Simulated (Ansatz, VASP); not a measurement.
Au in VASP and in Ansatz

Contents of INCAR:

```
SYSTEM = Au
PREC     = Accurate       ! precision mode
ENCUT    = 500            ! plane-wave cutoff, eV
EDIFF    = 1E-7           ! SCF threshold, eV
ISMEAR   = 0              ! smearing method
SIGMA    = 0.1            ! smearing width, eV
LREAL    = .FALSE.        ! projectors in reciprocal space
LASPH    = .TRUE.         ! aspherical terms in the spheres
NELM     = 120            ! most SCF steps
ALGO     = Normal         ! electronic algorithm
ISIF     = 3              ! what is computed and relaxed
LWAVE    = .FALSE.        ! write WAVECAR
LCHARG   = .FALSE.        ! write CHGCAR
GGA      = PE             ! functional
IBRION   = 2              ! ionic algorithm
NSW      = 100            ! ionic steps
EDIFFG   = -0.05          ! ionic threshold
GGA_COMPAT= .FALSE.      
NELMIN   = 4
```

KPOINTS

```
regular mesh
0
G
  8 8 8
  0 0 0
```

File POSCAR:

```
Au
1.0
    0.0000000000      2.0309028931      2.0309028931
    2.0309028931      0.0000000000      2.0309028931
    2.0309028931      2.0309028931      0.0000000000
Au
1
Direct
    0.0000000000      0.0000000000      0.0000000000
```

Input for Ansatz:

```yaml
crystal:
  lattice:
    - [0.0, 2.0309028931, 2.0309028931]
    - [2.0309028931, 0.0, 2.0309028931]
    - [2.0309028931, 2.0309028931, 0.0]
  atoms:
    - { symbol: Au, position: [0.0, 0.0, 0.0] }
basis:
  ecutwfc: 420
kpoints:
  mp_grid: { grid: [8, 8, 8] }
hamiltonian:
  xc: pbe
scf:
  occupations: { method: gaussian, width: 0.1 }
output:
  forces: true
  stress: true
  eigenvalues: true
relax:
  adjacent_minimum: "off"
  f_tol: 0.05
  max_steps: 80
  cell: { stress_tol: 0.5 }
```

Alike in both runs: task relaxation of cell and atoms; functional PBE; k mesh 8 × 8 × 8; occupations gaussian, width 0.1 eV; no spin polarisation.

|  | VASP | Ansatz |
| --- | --- | --- |
| version | VASP 6.6.1 | Ansatz 0.2.0 |
| potentials or method | VASP PAW PBE potentials, release 64 (Au), cutoff 500 eV | scalar-relativistic, plane waves, PAW |
| valence electrons in the cell | 11 | 19 |

|  | VASP | Ansatz | Ansatz less VASP |
| --- | --- | --- | --- |
| gap on the k mesh at the Fermi level, each at its own relaxed structure (eV) | none | none | - |
| relaxed volume (Å³/atom) | 18.08 | 18.07 | -0.005 |
| relaxed cell length with the largest relative difference (Å) | 2.946 | 2.946 | -0.0003 |

A gap of «none» marks a metal or a gap that the smearing closes. VASP's potentials hold 11 valence electrons a cell and Ansatz's 19, so a difference there can come from the potentials and not from the codes.

Spin-orbit coupling is off throughout.
